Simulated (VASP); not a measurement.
# ZrBr (R-3m) in VASP: notebook, part 2 of 2

VASP 6.6.1. Earlier steps stand in the parts before.

### Step 3. Electric field gradients, LDA (25.86 Å³/atom)

INCAR reads:

```
SYSTEM = ZrBr
ALGO     = Normal         ! electronic algorithm
EDIFF    = 1E-8           ! SCF threshold, eV
ENCUT    = 520            ! plane-wave cutoff, eV
ISIF     = 2              ! what is computed and relaxed
ISMEAR   = -1             ! smearing method
LASPH    = .True.         ! aspherical terms in the spheres
LCHARG   = .False.        ! write CHGCAR
LEFG     = .True.       
LREAL    = .False.        ! projectors in reciprocal space
LWAVE    = .False.        ! write WAVECAR
NBANDS   = 27             ! bands
NELM     = 80             ! most SCF steps
PREC     = Accurate       ! precision mode
SIGMA    = 0.02           ! smearing width, eV
```

KPOINTS reads:

```
k-points
0
Gamma
  10 10 10
  0 0 0
```

POSCAR reads:

```
ZrBr
1.0
    1.7746007594      1.0245662261      9.4801325416
   -1.7746007594      1.0245662261      9.4801325416
    0.0000000000     -2.0491324523      9.4801325416
Zr Br
2 2
Direct
    0.2092000000      0.2092000000      0.2092000000
    0.7908000000      0.7908000000      0.7908000000
    0.3917000000      0.3917000000      0.3917000000
    0.6083000000      0.6083000000      0.6083000000
```

Potentials or basis: VASP PAW LDA potentials, release 64 (Zr_sv, Br).

Launch:

```bash
cat potpaw_LDA.64/Zr_sv/POTCAR potpaw_LDA.64/Br/POTCAR > POTCAR
mpirun -np 1 vasp_std > vasp.out
```

OUTCAR:

```text
SYSTEM = ZrBr
   EDIFF = 1E-8
   ENCUT = 520
   ISIF = 2
   ISMEAR = -1
   LASPH = .True.
   LREAL = .False.
   NELM = 80
   PREC = Accurate

 ion  position               nearest neighbor table
   1  0.209  0.209  0.209-   4 2.77   4 2.77   4 2.77   2 3.17   2 3.17   2 3.17
   2  0.791  0.791  0.791-   3 2.77   3 2.77   3 2.77   1 3.17   1 3.17   1 3.17
   3  0.392  0.392  0.392-   2 2.77   2 2.77   2 2.77
   4  0.608  0.608  0.608-   1 2.77   1 2.77   1 2.77

  LATTYP: Found a trigonal (rhomboedric) cell.
 ALAT       =     9.6990647391
 COS(alpha) =     0.9330467589

  Lattice vectors:

 A1 = (   1.7746007594,   1.0245662261,   9.4801325416)
 A2 = (  -1.7746007594,   1.0245662261,   9.4801325416)
 A3 = (   0.0000000000,  -2.0491324523,   9.4801325416)

Analysis of symmetry for initial positions (statically):
=====================================================================
 Subroutine PRICEL returns:
 Original cell was already a primitive cell.

 Routine SETGRP: Setting up the symmetry group for a
 trigonal (rhombohedral) supercell.

 Subroutine GETGRP returns: Found 12 space group operations
 (whereof 12 operations were pure point group operations)
 out of a pool of 12 trial point group operations.

The static configuration has the point symmetry D_3d.

Analysis of symmetry for dynamics (positions and initial velocities):
=====================================================================
 Subroutine PRICEL returns:
 Original cell was already a primitive cell.

 Routine SETGRP: Setting up the symmetry group for a
 trigonal (rhombohedral) supercell.

 Subroutine GETGRP returns: Found 12 space group operations
 (whereof 12 operations were pure point group operations)
 out of a pool of 12 trial point group operations.

The dynamic configuration has the point symmetry D_3d.

 Subroutine INISYM returns: Found 12 space group operations
 (whereof 12 operations are pure point group operations),
 and found     1 'primitive' translations

----------------------------------------------------------------------------------------

                                     Primitive cell

  volume of cell :     103.4204

  direct lattice vectors                    reciprocal lattice vectors
     1.774600759  1.024566226  9.480132542     0.281753514  0.162670467  0.035161252
    -1.774600759  1.024566226  9.480132542    -0.281753514  0.162670467  0.035161252
     0.000000000 -2.049132452  9.480132542     0.000000000 -0.325340934  0.035161252

  length of vectors
     9.699064739  9.699064739  9.699064739     0.327235446  0.327235446  0.327235446

  position of ions in fractional coordinates (direct lattice)
     0.209200000  0.209200000  0.209200000
     0.790800000  0.790800000  0.790800000
     0.391700000  0.391700000  0.391700000
     0.608300000  0.608300000  0.608300000

  ion indices of the primitive-cell ions
   primitive index   ion index
                 1           1
                 2           2
                 3           3
                 4           4

[... 86 lines left out ...]
   ISMEAR =    -1;   SIGMA  =   0.02  broadening in eV -4-tet -1-fermi 0-gaus
   EFERMI_NEDOS =   21; number of points for ismear=-14 and -15
   IALGO  =     38    algorithm
   IMIX   =      4    mixing-type and parameters
     AMIX     =   0.40;   BMIX     =  1.00
     AMIX_MAG =   1.60;   BMIX_MAG =  1.00
  volume/ion in A,a.u.               =      25.86       174.48
  Fermi-wavevector in a.u.,A,eV,Ry     =   1.172557  2.215811 18.706508  1.374890
  Thomas-Fermi vector in A             =   2.308984
   LORBIT       =      0    0 simple, 1 ext, 2 COOP (PROOUT), +10 PAW based schemes
   GGA     = CA    functional components
   LHFCALC =     F    Hartree Fock is set to
   AEXX    =    0.0000 exact exchange contribution
   IVDW    =     0    specifies the selected vdW correction
   LEPSILON=     F    determine dielectric tensor
   LRPA    =     F    only Hartree local field effects (RPA)
 non-spin polarized calculation
  energy-cutoff  :      520.00
  volume of cell :      103.42
 maximum number of plane-waves:      2831
   NGX = 37   NGY = 37   NGZ = 37

 number of electron      37.9999999 magnetization

 Free energy of the ion-electron system (eV)
  ---------------------------------------------------
  ext. energy  EPLUGINS =         0.00000000
  ---------------------------------------------------
  free energy    TOTEN  =       -26.92296068 eV

  energy without entropy =      -26.92088897  energy(sigma->0) =      -26.92192482

 E-fermi :   6.2284     XC(G=0): -10.0762

 val. band max:        6.2274105738   @ k =  -0.3000  -0.3000   0.2000
 cond. band min:       6.2306904501   @ k =  -0.4000  -0.4000   0.1000
 fundamental gap:      0.0032798764
 Fermi energy:         6.2284134235

 k-point     1 :       0.0000    0.0000    0.0000
  band No.  band energies     occupation
      1     -43.1162      2.00000
      2     -43.0410      2.00000
      3     -21.5512      2.00000
      4     -21.1361      2.00000
      5     -21.1126      2.00000
      6     -21.1126      2.00000
[... 709 lines left out ...]
     26       9.5592      0.00000
     27      10.4053      0.00000

 [... further k-points ...]

------------------------ aborting loop because EDIFF is reached ----------------------------------------

  FORCE on cell =-STRESS in cart. coord.  units (eV):
  Direction    XX          YY          ZZ          XY          YZ          ZX
  --------------------------------------------------------------------------------------
  -------------------------------------------------------------------------------------
  Total       -3.6099421     -3.6099421     -3.9932214     -0.0000000      0.0000000      0.0000000
  in kB      -55.9248026    -55.9248026    -61.8625205     -0.0000000      0.0000000      0.0000000
  external PRESSURE =     -57.9040419 kB  Pullay stress =       0.0000000 kB

 VOLUME and BASIS-vectors are now :
 -----------------------------------------------------------------------------
  energy-cutoff  :      520.00
  volume of cell :      103.42
      direct lattice vectors                 reciprocal lattice vectors
     1.774600759  1.024566226  9.480132542     0.281753514  0.162670467  0.035161252
    -1.774600759  1.024566226  9.480132542    -0.281753514  0.162670467  0.035161252
     0.000000000 -2.049132452  9.480132542     0.000000000 -0.325340934  0.035161252

 POSITION                                       TOTAL-FORCE (eV/Angst)
 -----------------------------------------------------------------------------------
      0.00000     -0.00000      5.94973         0.000000      0.000000     -0.438565
      0.00000     -0.00000     22.49067         0.000000     -0.000000      0.438565
      0.00000     -0.00000     11.14010         0.000000     -0.000000      0.401790
      0.00000     -0.00000     17.30029         0.000000      0.000000     -0.401790
 -----------------------------------------------------------------------------------
    total drift:                                0.000000     -0.000000      0.000000

  FREE ENERGIE OF THE ION-ELECTRON SYSTEM (eV)
  ---------------------------------------------------
  free  energy   TOTEN  =       -26.9229606799 eV

  energy  without entropy=      -26.9208889660  energy(sigma->0) =      -26.92192482

 Electric field gradients (V/A^2)
---------------------------------------------------------------------
 ion       V_xx      V_yy      V_zz      V_xy      V_xz      V_yz
---------------------------------------------------------------------
   1       7.669     7.669   -15.337    -0.000    -0.000     0.000
   2       7.669     7.669   -15.337    -0.000    -0.000     0.000
   3     -15.853   -15.853    31.705    -0.000    -0.000     0.000
   4     -15.853   -15.853    31.705    -0.000    -0.000     0.000
---------------------------------------------------------------------

 Electric field gradients after diagonalization (V/A^2)
 (convention: |V_zz| > |V_xx| > |V_yy|)
----------------------------------------------------------------------
 ion       V_xx      V_yy      V_zz     asymmetry (V_yy - V_xx)/ V_zz
----------------------------------------------------------------------
   1       7.669     7.669   -15.337       0.000
   2       7.669     7.669   -15.337       0.000
   3     -15.853   -15.853    31.705       0.000
   4     -15.853   -15.853    31.705       0.000
----------------------------------------------------------------------

           NMR quadrupolar parameters

 Cq : quadrupolar parameter    Cq=e*Q*V_zz/h
 eta: asymmetry parameters     (V_yy - V_xx)/ V_zz
 Q  : nuclear electric quadrupole moment in mb (millibarn)
----------------------------------------------------------------------
 ion       Cq(MHz)       eta       Q (mb)
----------------------------------------------------------------------
   1      -0.037       0.000       1.000
   2      -0.037       0.000       1.000
   3       0.077       0.000       1.000
   4       0.077       0.000       1.000
----------------------------------------------------------------------
```

Run time: 56 min. Hardware: 1 thread of Intel Xeon 8259CL, shared host; peak memory 0.71 GiB.

Results:

| Item | Value |
| --- | --- |
| Free energy | -26.9230 eV |
| Pressure | -5.8 GPa |
| Largest force | 0.439 eV/Å |
| Band gap on the k mesh | zero (bands 19 and 20 overlap by 0.25 eV) |
| Largest electric field gradient by atom | Zr -15.3; Br +31.7 V/Å² |

Forces in eV/Å, atoms in the order of the input:
```
Zr   0.000  0.000 -0.439
Zr   0.000  0.000  0.439
Br   0.000  0.000  0.402
Br   0.000  0.000 -0.402
```

Electric field gradients, principal values (V/Å²):
```tsv
atom	least	middle	greatest (by size)
1 Zr	7.669	7.669	-15.337
2 Zr	7.669	7.669	-15.337
3 Br	-15.853	-15.853	31.705
4 Br	-15.853	-15.853	31.705
```

Caveat: the cell stands under tension; without QUAD_EFG the Cq values of the log hold for a quadrupole moment of 1 mb, not for the nuclei.

### Step 4. Electric field gradients, LDA (equal xx and yy strain of +1 %)

INCAR reads:

```
SYSTEM = ZrBr
ALGO = Normal
EDIFF = 1E-8
ENCUT = 520
GGA = CA
ISIF = 2
ISMEAR = -1
LASPH = .TRUE.
LCHARG = .FALSE.
LEFG = .TRUE.
LREAL = .FALSE.
LWAVE = .FALSE.
NBANDS = 27
NELM = 100
PREC = Accurate
SIGMA = 0.02
```

KPOINTS reads:

```
k-points
0
G
  10 10 10
  0 0 0
```

POSCAR reads:

```
ZrBr
1.0
    1.7690669013      1.0213712516      9.3570000000
   -1.7690669013      1.0213712516      9.3570000000
    0.0000000000     -2.0427425033      9.3570000000
Zr Br
2 2
Direct
    0.2092000000      0.2092000000      0.2092000000
    0.7908000000      0.7908000000      0.7908000000
    0.3917000000      0.3917000000      0.3917000000
    0.6083000000      0.6083000000      0.6083000000
```

Potentials or basis: VASP PAW LDA potentials, release 64 (Zr_sv, Br).

Launch:

```bash
cat potpaw_LDA.64/Zr_sv/POTCAR potpaw_LDA.64/Br/POTCAR > POTCAR
mpirun -np 1 vasp_std > vasp.out
```

OUTCAR:

```text
SYSTEM = ZrBr
   EDIFF = 1E-8
   ENCUT = 520
   GGA = CA
   ISIF = 2
   ISMEAR = -1
   LASPH = .TRUE.
   LREAL = .FALSE.
   NELM = 100
   PREC = Accurate

 ion  position               nearest neighbor table
   1  0.209  0.209  0.209-   4 2.75   4 2.75   4 2.75   2 3.14   2 3.14   2 3.14
   2  0.791  0.791  0.791-   3 2.75   3 2.75   3 2.75   1 3.14   1 3.14   1 3.14
   3  0.392  0.392  0.392-   2 2.75   2 2.75   2 2.75
   4  0.608  0.608  0.608-   1 2.75   1 2.75   1 2.75

  LATTYP: Found a trigonal (rhomboedric) cell.
 ALAT       =     9.5773819980
 COS(alpha) =     0.9317622199

  Lattice vectors:

 A1 = (   1.7690669013,   1.0213712516,   9.3570000000)
[... 946 lines left out ...]
---------------------------------------------------------------------
   1       8.903     8.903   -17.807    -0.000    -0.000     0.000
   2       8.903     8.903   -17.807    -0.000    -0.000     0.000
   3     -11.939   -11.939    23.879    -0.000    -0.000     0.000
   4     -11.939   -11.939    23.879    -0.000    -0.000     0.000
---------------------------------------------------------------------

 Electric field gradients after diagonalization (V/A^2)
 (convention: |V_zz| > |V_xx| > |V_yy|)
----------------------------------------------------------------------
 ion       V_xx      V_yy      V_zz     asymmetry (V_yy - V_xx)/ V_zz
----------------------------------------------------------------------
   1       8.903     8.903   -17.807       0.000
   2       8.903     8.903   -17.807       0.000
   3     -11.939   -11.939    23.879       0.000
   4     -11.939   -11.939    23.879       0.000
----------------------------------------------------------------------

           NMR quadrupolar parameters

 Cq : quadrupolar parameter    Cq=e*Q*V_zz/h
 eta: asymmetry parameters     (V_yy - V_xx)/ V_zz
 Q  : nuclear electric quadrupole moment in mb (millibarn)
----------------------------------------------------------------------
 ion       Cq(MHz)       eta       Q (mb)
----------------------------------------------------------------------
   1      -0.043       0.000       1.000
   2      -0.043       0.000       1.000
   3       0.058       0.000       1.000
   4       0.058       0.000       1.000
----------------------------------------------------------------------
```

OSZICAR:

```text
N       E                     dE             d eps       ncg     rms          rms(c)
DAV:   1     0.330821008181E+03    0.33082E+03   -0.19259E+04  6288   0.132E+03
DAV:   2    -0.107549117628E+01   -0.33190E+03   -0.32447E+03  7581   0.355E+02
DAV:   3    -0.267722374314E+02   -0.25697E+02   -0.25455E+02 10032   0.804E+01
DAV:   4    -0.284500434375E+02   -0.16778E+01   -0.16741E+01  8794   0.180E+01
DAV:   5    -0.285152583737E+02   -0.65215E-01   -0.65205E-01  9222   0.276E+00    0.157E+01
DAV:   6    -0.272853300534E+02    0.12299E+01   -0.21166E+00  6762   0.794E+00    0.633E+00
DAV:   7    -0.269962915585E+02    0.28904E+00   -0.11897E+00  7762   0.499E+00    0.121E+00
DAV:   8    -0.269869109418E+02    0.93806E-02   -0.60699E-02  8759   0.170E+00    0.524E-01
DAV:   9    -0.269862700901E+02    0.64085E-03   -0.48329E-03  7428   0.442E-01    0.158E-01
DAV:  10    -0.269862361488E+02    0.33941E-04   -0.46459E-04  8572   0.129E-01    0.309E-02
DAV:  11    -0.269862330350E+02    0.31137E-05   -0.39865E-05  9029   0.385E-02    0.131E-02
DAV:  12    -0.269862356899E+02   -0.26548E-05   -0.97591E-06  8336   0.184E-02    0.360E-03
DAV:  13    -0.269862358078E+02   -0.11788E-06   -0.50956E-07  8713   0.525E-03    0.176E-03
DAV:  14    -0.269862358848E+02   -0.76998E-07   -0.13251E-07  7639   0.176E-03    0.429E-04
DAV:  15    -0.269862358873E+02   -0.25798E-08   -0.13926E-08  5769   0.592E-04
   1 F= -.26986236E+02 E0= -.26985531E+02  d E =-.140900E-02
```

stdout:

```text
POSCAR found type information on POSCAR ZrBr
 POSCAR found :  2 types and       4 ions
 scaLAPACK will be used
 LDA part: xc-table for (Slater(with rela. corr.)+CA(PZ))
 , standard interpolation
 POSCAR, INCAR and KPOINTS ok, starting setup
 FFT: planning ... GRIDC
 FFT: planning ... GRID_SOFT
 FFT: planning ... GRID
 WAVECAR not read
 entering main loop
ion   1

ion   2

ion   3

ion   4
```

Wall time 32 min (1 thread of Intel Xeon Platinum 8488C (Sapphire Rapids), shared host); peak memory 0.7 GiB.

What came out:

| Quantity | Value |
| --- | --- |
| Free energy | -26.9862 eV |
| Pressure | -4.4 GPa |
| Largest force | 0.447 eV/Å |
| Band gap on the k mesh | zero (bands 19 and 20 overlap by 0.22 eV) |
| Largest electric field gradient by atom | Zr -17.8; Br +23.9 V/Å² |

Forces in eV/Å, atoms in the order of the input:
```
Zr   0.000  0.000 -0.447
Zr   0.000  0.000  0.447
Br   0.000  0.000  0.199
Br   0.000  0.000 -0.199
```

Electric field gradients, principal values (V/Å²):
```csv
atom,least,middle,greatest (by size)
1 Zr,8.903,8.903,-17.807
2 Zr,8.903,8.903,-17.807
3 Br,-11.939,-11.939,23.879
4 Br,-11.939,-11.939,23.879
```

Caveat: the cell differs from its parent crystal (equal xx and yy strain of +1 %); the cell stands under tension; without QUAD_EFG the Cq values of the log hold for a quadrupole moment of 1 mb, not for the nuclei.

The gap in the log of VASP goes by the Fermi energy; the results here count the filled bands.